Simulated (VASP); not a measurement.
# Mn3Cu (Pm-3m) in VASP: notebook, part 2 of 2

VASP 6.6.1.

## Step 3: Single point, PBE, collinear spin, ferrimagnetic start

This run uses another cell than the first one: it holds 4 atoms, not 8.

File INCAR:

```
PREC = Accurate
ENCUT = 520
EDIFF = 1E-6
ISMEAR = 0
SIGMA = 0.1
LREAL = F
LASPH = T
NELM = 150
ALGO = Fast
ISIF = 2
LWAVE = F
LCHARG = F
ISPIN = 2
MAGMOM = 4 4 -4 0
LORBIT = 11
LMAXMIX = 4
GGA = PE
NBANDS = 37
```

File KPOINTS:

```
regular mesh
0
Gamma
  12 12 12
```

File POSCAR:

```
Mn3Cu
1.0
    3.3610372031      0.0000000000      0.0000000000
    0.0000000000      3.3610372031      0.0000000000
    0.0000000000      0.0000000000      3.3610372031
Mn Cu
3 1
Direct
    0.0000000000      0.5000000000      0.5000000000
    0.5000000000      0.0000000000      0.5000000000
    0.5000000000      0.5000000000      0.0000000000
    0.0000000000      0.0000000000      0.0000000000
```

Potentials or basis: VASP PAW PBE potentials, release 64 (Mn_pv, Cu).

Run with:

```sh
cat potpaw_PBE.64/Mn_pv/POTCAR potpaw_PBE.64/Cu/POTCAR > POTCAR
mpirun -np 1 vasp_std > vasp.out
```

OUTCAR:

```text
PREC = Accurate
   ENCUT = 520
   EDIFF = 1E-6
   ISMEAR = 0
   LREAL = F
   LASPH = T
   NELM = 150
   ISIF = 2
   ISPIN = 2
   LORBIT = 11
   GGA = PE

 ion  position               nearest neighbor table
   1  0.000  0.500  0.500-   2 2.38   3 2.38   4 2.38   3 2.38   4 2.38   2 2.38   4 2.38   4 2.38
                             2 2.38   3 2.38   3 2.38   2 2.38
   2  0.500  0.000  0.500-   1 2.38   3 2.38   4 2.38   3 2.38   4 2.38   1 2.38   3 2.38   3 2.38
                             1 2.38   4 2.38   4 2.38   1 2.38
   3  0.500  0.500  0.000-   1 2.38   2 2.38   4 2.38   1 2.38   2 2.38   2 2.38   4 2.38   2 2.38
                             1 2.38   4 2.38   1 2.38   4 2.38
   4  0.000  0.000  0.000-   1 2.38   2 2.38   3 2.38   1 2.38   2 2.38   1 2.38   3 2.38   1 2.38
                             2 2.38   3 2.38   2 2.38   3 2.38

  LATTYP: Found a simple cubic cell.
 ALAT       =     3.3610372031

  Lattice vectors:

 A1 = (   3.3610372031,   0.0000000000,   0.0000000000)
 A2 = (   0.0000000000,   3.3610372031,   0.0000000000)
 A3 = (   0.0000000000,   0.0000000000,   3.3610372031)

Analysis of symmetry for initial positions (statically):
=====================================================================
 Subroutine PRICEL returns:
 Original cell was already a primitive cell.

 Routine SETGRP: Setting up the symmetry group for a
 simple cubic supercell.

 Subroutine GETGRP returns: Found 48 space group operations
 (whereof 48 operations were pure point group operations)
 out of a pool of 48 trial point group operations.

The static configuration has the point symmetry O_h .

Analysis of symmetry for dynamics (positions and initial velocities):
=====================================================================
 Subroutine PRICEL returns:
 Original cell was already a primitive cell.

 Routine SETGRP: Setting up the symmetry group for a
 simple cubic supercell.

[... 170 lines left out ...]
  energy without entropy =      -28.85695368  energy(sigma->0) =      -28.86761993

 E-fermi :  12.2752     XC(G=0): -14.6059

 val. band max:       12.2736217820   @ k =   0.2500   0.2500   0.2500
 cond. band min:      12.2774107581   @ k =   0.1667   0.1667   0.2500
 fundamental gap:      0.0037889761
 Fermi energy:        12.2752384240

 spin component 1

 k-point     1 :       0.0000    0.0000    0.0000
  band No.  band energies     occupation
      1     -36.6289      1.00000
      2     -36.6289      1.00000
      3     -36.5659      1.00000
      4     -36.3212      1.00000
      5     -36.0875      1.00000
      6     -36.0875      1.00000
[... 949 lines left out ...]
     36      24.9093      0.00000
     37      25.0571      0.00000

 [... further k-points ...]

 spin component 2

 k-point     1 :       0.0000    0.0000    0.0000
  band No.  band energies     occupation
      1     -36.8053      1.00000
      2     -36.7957      1.00000
      3     -36.7957      1.00000
      4     -35.6335      1.00000
      5     -35.6335      1.00000
      6     -35.4013      1.00000
[... 949 lines left out ...]
     36      24.9760      0.00000
     37      25.1644      0.00000

 [... further k-points ...]

------------------------ aborting loop because EDIFF is reached ----------------------------------------

  FORCE on cell =-STRESS in cart. coord.  units (eV):
  Direction    XX          YY          ZZ          XY          YZ          ZX
  --------------------------------------------------------------------------------------
  -------------------------------------------------------------------------------------
  Total       12.8526513     12.8526513     12.6294606      0.0000000      0.0000000      0.0000000
  in kB      542.3546260    542.3546260    532.9364519      0.0000000      0.0000000      0.0000000
  external PRESSURE =     539.2152347 kB  Pullay stress =       0.0000000 kB

 VOLUME and BASIS-vectors are now :
 -----------------------------------------------------------------------------
  energy-cutoff  :      520.00
  volume of cell :       37.97
      direct lattice vectors                 reciprocal lattice vectors
     3.361037203  0.000000000  0.000000000     0.297527204  0.000000000  0.000000000
     0.000000000  3.361037203  0.000000000     0.000000000  0.297527204  0.000000000
     0.000000000  0.000000000  3.361037203     0.000000000  0.000000000  0.297527204

 POSITION                                       TOTAL-FORCE (eV/Angst)
 -----------------------------------------------------------------------------------
      0.00000      1.68052      1.68052         0.000000      0.000000      0.000000
      1.68052      0.00000      1.68052         0.000000      0.000000      0.000000
      1.68052      1.68052      0.00000         0.000000      0.000000      0.000000
      0.00000      0.00000      0.00000         0.000000      0.000000      0.000000
 -----------------------------------------------------------------------------------
    total drift:                                0.000000      0.000000      0.000000

  FREE ENERGIE OF THE ION-ELECTRON SYSTEM (eV)
  ---------------------------------------------------
  free  energy   TOTEN  =       -28.8782861866 eV

  energy  without entropy=      -28.8569536817  energy(sigma->0) =      -28.86761993

 total charge

# of ion       s       p       d       tot
------------------------------------------
    1        0.454   6.455   5.289  12.198
    2        0.454   6.455   5.289  12.198
    3        0.457   6.462   5.262  12.181
    4        0.624   0.778   9.107  10.510
--------------------------------------------------
tot          1.989  20.152  24.947  47.088

 magnetization (x)

# of ion       s       p       d       tot
------------------------------------------
    1        0.009   0.014   0.855   0.879
    2        0.009   0.014   0.855   0.879
    3       -0.016  -0.030  -1.333  -1.379
    4       -0.002  -0.001  -0.006  -0.009
--------------------------------------------------
tot         -0.000  -0.003   0.371   0.368
```

Wall time 23 min (1 thread of Oxide Virtual Turin-like, shared host); peak memory 0.44 GiB.

Results:

* Free energy: -28.8783 eV
* Pressure: 53.9 GPa
* Net moment: 0.37 μB per cell
* Site moments: Mn +0.88, -1.38 (each value once); Cu -0.01 μB
* Valence electrons inside the program's atomic spheres: Mn 12.20, 12.18 (each value once); Cu 10.51

Caveat: the cell stands under pressure.
